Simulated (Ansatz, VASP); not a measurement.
**Two plane-wave programs on Al6H**

```
Al H
1.0
     5.71430    0.00000    0.00000
    -2.85715    4.94873    0.00000
     0.00000    0.00000   22.60164
Al H
12 2
Direct
  0.33333 0.16667 0.17698
  0.33333 0.66667 0.17698
  0.83333 0.16667 0.17698
  0.83333 0.66667 0.17698
  0.16667 0.33333 0.27878
  0.16667 0.83333 0.27878
  0.66667 0.33333 0.27878
  0.66667 0.83333 0.27878
  0.00000 0.00000 0.38058
  0.00000 0.50000 0.38058
  0.50000 0.00000 0.38058
  0.50000 0.50000 0.38058
  0.17448 0.34895 0.47128
  0.32552 0.65105 0.47128
```

Alike in both runs: task single point; functional PBE; k mesh 6 × 6 × 1; occupations gaussian, width 0.1 eV; no spin polarisation.

|  | VASP | Ansatz |
| --- | --- | --- |
| version | VASP 6.6.1 | Ansatz 0.2.0 |
| potentials or method | VASP PAW PBE potentials, release 64 (Al, H), cutoff 520 eV | scalar-relativistic, plane waves, PAW |
| valence electrons in the cell | 38 | 38 |

```csv
,VASP,Ansatz,Ansatz less VASP
gap on the k mesh at the Fermi level (eV),none,none,-
rms of the force components (eV/Å),0.429,0.428,-0.0006
```

Atom by atom the forces differ by 0.001 eV/Å (rms over components). A gap of «none» marks a metal or a gap that the smearing closes.
